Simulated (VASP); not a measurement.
# Ag (Fm-3m) in VASP: elastic constants with LDA

Aim: the elastic constants of Ag with LDA.

Everything below comes from runs of VASP 6.6.1. Logs are shortened: lines on timing, memory, paths and dates and some standing lists are left out, and cuts for length are marked.

## Step 1: The cell of the first run

The structure is cubic, space group Fm-3m (No. 225). The conventional cell has a = 4.002 Å, b = 4.002 Å, c = 4.002 Å, α = 90.00°, β = 90.00°, γ = 90.00°. Ag (site symmetry m-3m) has 12 Ag at 2.83 Å within 3.7 Å.

## Step 2: Elastic constants, LDA

INCAR reads:

```
SYSTEM = Ag
  PREC = Accurate
  ENCUT = 600
  EDIFF = 1E-8
  ISMEAR = -1
  SIGMA = 0.15
  LREAL = .False.
  LASPH = .True.
  NELM = 60
  ALGO = Normal
  ISIF = 3
  LWAVE = .False.
  LCHARG = .True.
  GGA = CA
  NBANDS = 12
  IBRION = 6
  NFREE = 2
  POTIM = 0.015
  NSW = 1
```

KPOINTS reads:

```
Automatic mesh
0
Gamma
  26 26 26
  0 0 0
```

POSCAR reads:

```
Ag
1.0
    0.0000000000      2.0009665197      2.0009665197
    2.0009665197      0.0000000000      2.0009665197
    2.0009665197      2.0009665197      0.0000000000
Ag
1
Direct
    0.0000000000      0.0000000000      0.0000000000
```

Potentials or basis: VASP PAW LDA potentials, release 64 (Ag).

Command:

```
cat potpaw_LDA.64/Ag/POTCAR > POTCAR
mpirun -np 1 vasp_std > vasp.out
```

OUTCAR:

```text
SYSTEM = Ag
   PREC = Accurate
   ENCUT = 600
   EDIFF = 1E-8
   ISMEAR = -1
   LREAL = .False.
   LASPH = .True.
   NELM = 60
   ISIF = 3
   GGA = CA
   IBRION = 6
   NFREE = 2
   POTIM = 0.015
   NSW = 1

 ion  position               nearest neighbor table
   1  0.000  0.000  0.000-

  LATTYP: Found a face centered cubic cell.
 ALAT       =     4.0019330394

  Lattice vectors:

 A1 = (   0.0000000000,   2.0009665197,   2.0009665197)
 A2 = (   2.0009665197,   0.0000000000,   2.0009665197)
 A3 = (   2.0009665197,   2.0009665197,   0.0000000000)

Analysis of symmetry for initial positions (statically):
=====================================================================
 Subroutine PRICEL returns:
 Original cell was already a primitive cell.

 Routine SETGRP: Setting up the symmetry group for a
 face centered cubic supercell.

 Subroutine GETGRP returns: Found 48 space group operations
 (whereof 48 operations were pure point group operations)
 out of a pool of 48 trial point group operations.

The static configuration has the point symmetry O_h .

Analysis of symmetry for dynamics (positions and initial velocities):
=====================================================================
 Subroutine PRICEL returns:
 Original cell was already a primitive cell.

 Routine SETGRP: Setting up the symmetry group for a
 face centered cubic supercell.

 Subroutine GETGRP returns: Found 48 space group operations
 (whereof 48 operations were pure point group operations)
 out of a pool of 48 trial point group operations.

The dynamic configuration has the point symmetry O_h .

 Subroutine INISYM returns: Found 48 space group operations
 (whereof 48 operations are pure point group operations),
 and found     1 'primitive' translations

----------------------------------------------------------------------------------------

                                     Primitive cell

  volume of cell :      16.0232

  direct lattice vectors                    reciprocal lattice vectors
     0.000000000  2.000966520  2.000966520    -0.249879243  0.249879243  0.249879243
     2.000966520  0.000000000  2.000966520     0.249879243 -0.249879243  0.249879243
     2.000966520  2.000966520  0.000000000     0.249879243  0.249879243 -0.249879243

  length of vectors
     2.829793990  2.829793990  2.829793990     0.432803545  0.432803545  0.432803545

  position of ions in fractional coordinates (direct lattice)
     0.000000000  0.000000000  0.000000000

  ion indices of the primitive-cell ions
   primitive index   ion index
                 1           1

----------------------------------------------------------------------------------------

 KPOINTS: Automatic mesh

Automatic generation of k-mesh.
 Grid dimensions read from file:
 generate k-points for:   26   26   26

 Generating k-lattice:

  Cartesian coordinates                     Fractional coordinates (reciprocal lattice)
    -0.009610740  0.009610740  0.009610740     0.038461538  0.000000000  0.000000000
     0.009610740 -0.009610740  0.009610740     0.000000000  0.038461538  0.000000000
     0.009610740  0.009610740 -0.009610740     0.000000000  0.000000000  0.038461538

  Length of vectors
     0.016646290  0.016646290  0.016646290
[... 98 lines left out ...]
  ext. energy  EPLUGINS =         0.00000000
  ---------------------------------------------------
  free energy    TOTEN  =        -3.79168007 eV

  energy without entropy =       -3.77357427  energy(sigma->0) =       -3.78262717

------------------------ aborting loop because EDIFF is reached ----------------------------------------

  FORCE on cell =-STRESS in cart. coord.  units (eV):
  Direction    XX          YY          ZZ          XY          YZ          ZX
  --------------------------------------------------------------------------------------
  -------------------------------------------------------------------------------------
  Total        0.0067475      0.0067475      0.0067475     -0.0000000     -0.0000000      0.0000000
  in kB        0.6746912      0.6746912      0.6746912     -0.0000000     -0.0000000      0.0000000
  external PRESSURE =       0.6746912 kB  Pullay stress =       0.0000000 kB
[... 86 lines left out ...]
  FREE ENERGIE OF THE ION-ELECTRON SYSTEM (eV)
  ---------------------------------------------------
  free  energy   TOTEN  =        -3.7896298817 eV

  energy  without entropy=       -3.7716854420  energy(sigma->0) =       -3.78065766

[... ionic steps 4 to 12 ...]

--------------------------------------- Ionic step       13  -------------------------------------------

 number of electron      11.0000001 magnetization

------------------------ aborting loop because EDIFF is reached ----------------------------------------
[... 65 lines left out ...]
--------------------------------------- Ionic step       15  -------------------------------------------

 number of electron      11.0000001 magnetization

 Free energy of the ion-electron system (eV)
  ---------------------------------------------------
  ext. energy  EPLUGINS =         0.00000000
  ---------------------------------------------------
  free energy    TOTEN  =        -3.79167955 eV

  energy without entropy =       -3.77357376  energy(sigma->0) =       -3.78262666

 E-fermi :   9.0942     XC(G=0): -12.9528

 val. band max:        9.0850066349   @ k =   0.5000   0.2308   0.0769
 cond. band min:       9.1052358382   @ k =   0.4615   0.3846   0.0385
 fundamental gap:      0.0202292033
 Fermi energy:         9.0942107239

 k-point     1 :       0.0000    0.0000    0.0000
  band No.  band energies     occupation
      1       0.7549      2.00000
      2       4.0402      2.00000
      3       4.0402      2.00000
      4       4.0402      2.00000
      5       5.2164      2.00000
      6       5.2164      2.00000
      7      25.1882      0.00000
      8      29.0650      0.00000
      9      29.0650      0.00000
     10      29.0650      0.00000
     11      34.2435      0.00000
     12      35.6636      0.00000
[... 331 lines left out ...]
 k-point    24 :       0.3846    0.0385    0.0000
  band No.  band energies     occupation
      1       2.3661      2.00000
      2       4.0884      2.00000
      3       4.1429      2.00000
      4       5.5277      2.00000
      5       5.9154      2.00000
      6       6.5489      2.00000
      7      16.0214      0.00000
      8      24.9212      0.00000
      9      27.4888      0.00000
     10      28.4254      0.00000
     11      32.6276      0.00000
     12      33.0479      0.00000

 [... further k-points ...]

------------------------ aborting loop because EDIFF is reached ----------------------------------------

  FORCE on cell =-STRESS in cart. coord.  units (eV):
  Direction    XX          YY          ZZ          XY          YZ          ZX
  --------------------------------------------------------------------------------------
  -------------------------------------------------------------------------------------
  Total        0.0068311      0.0068311      0.0068311      0.0000000     -0.0000000      0.0000000
  in kB        0.6830504      0.6830504      0.6830504      0.0000000     -0.0000000      0.0000000
  external PRESSURE =       0.6830504 kB  Pullay stress =       0.0000000 kB
[... 16 lines left out ...]
  FREE ENERGIE OF THE ION-ELECTRON SYSTEM (eV)
  ---------------------------------------------------
  free  energy   TOTEN  =        -3.7916795536 eV

  energy  without entropy=       -3.7735737623  energy(sigma->0) =       -3.78262666

 INTERNAL STRAIN TENSORS FROM STRAINED CELLS
 ============================================

 INTERNAL STRAIN TENSOR FOR ION    1 for displacements in x,y,z  (eV/Angst):
          X           Y           Z          XY          YZ          ZX
  --------------------------------------------------------------------------------
  x    -0.00000     0.00000     0.00000     0.00000     0.00000     0.00000
  y    -0.00000     0.00000     0.00000     0.00000    -0.00000     0.00000
  z     0.00000    -0.00000     0.00000     0.00000    -0.00000     0.00000

 INTERNAL STRAIN TENSORS FROM DISPLACED ATOMS
 ============================================

 INTERNAL STRAIN TENSOR FOR ION    1 for displacements in x,y,z  (eV/Angst):
          X           Y           Z          XY          YZ          ZX
  --------------------------------------------------------------------------------
  x     0.00000     0.00000     0.00000     0.00000     0.00000     0.00000
  y     0.00000     0.00000     0.00000     0.00000     0.00000     0.00000
  z     0.00000     0.00000     0.00000     0.00000     0.00000     0.00000

 Eigenvectors and eigenvalues of the dynamical matrix
 ----------------------------------------------------

   1 f  =    0.000000 THz     0.000000 2PiTHz    0.000000 cm-1     0.000000 meV
             X         Y         Z           dx          dy          dz
      0.000000  0.000000  0.000000     1.000000    0.000000    0.000000

   2 f  =    0.000000 THz     0.000000 2PiTHz    0.000000 cm-1     0.000000 meV
             X         Y         Z           dx          dy          dz
      0.000000  0.000000  0.000000     0.000000    1.000000    0.000000

   3 f  =    0.000000 THz     0.000000 2PiTHz    0.000000 cm-1     0.000000 meV
             X         Y         Z           dx          dy          dz
      0.000000  0.000000  0.000000     0.000000    0.000000    1.000000

--------------------------------------------------------------------------------------------------------

 ELASTIC MODULI CONTR FROM IONIC RELAXATION (kBar)
 Direction    XX          YY          ZZ          XY          YZ          ZX
 --------------------------------------------------------------------------------
 XX           0.0000      0.0000      0.0000      0.0000      0.0000      0.0000
 YY           0.0000      0.0000      0.0000      0.0000      0.0000      0.0000
 ZZ           0.0000      0.0000      0.0000      0.0000      0.0000      0.0000
 XY           0.0000      0.0000      0.0000      0.0000      0.0000      0.0000
 YZ           0.0000      0.0000      0.0000      0.0000      0.0000      0.0000
 ZX           0.0000      0.0000      0.0000      0.0000      0.0000      0.0000
 --------------------------------------------------------------------------------

 TOTAL ELASTIC MODULI (kBar)
 Direction    XX          YY          ZZ          XY          YZ          ZX
 --------------------------------------------------------------------------------
 XX        1679.3038   1243.8480   1243.8480      0.0000      0.0000     -0.0000
 YY        1243.8480   1679.3038   1243.8480     -0.0000      0.0000     -0.0000
 ZZ        1243.8480   1243.8480   1679.3038      0.0000      0.0000      0.0000
 XY           0.0000     -0.0000      0.0000    607.5184      0.0000      0.0000
 YZ           0.0000      0.0000      0.0000      0.0000    607.5184      0.0000
 ZX          -0.0000     -0.0000      0.0000      0.0000      0.0000    607.5184
 --------------------------------------------------------------------------------
```

Wall time 26 min (1 thread of Intel Xeon 6975P-C (Granite Rapids), shared host); peak memory 1.7 GiB.

Results:

* Elastic constants C11, C12, C44: 168, 124, 61 GPa
* Voigt bulk modulus: 139 GPa

Elastic tensor in Voigt notation (GPa, in the Cartesian axes of the cell as first typed):
```
168 124 124   0   0   0
124 168 124   0   0   0
124 124 168   0   0   0
  0   0   0  61   0   0
  0   0   0   0  61   0
  0   0   0   0   0  61
```

Clamped-ion elastic tensor (GPa):
```
168 124 124   0   0   0
124 168 124   0   0   0
124 124 168   0   0   0
  0   0   0  61   0   0
  0   0   0   0  61   0
  0   0   0   0   0  61
```
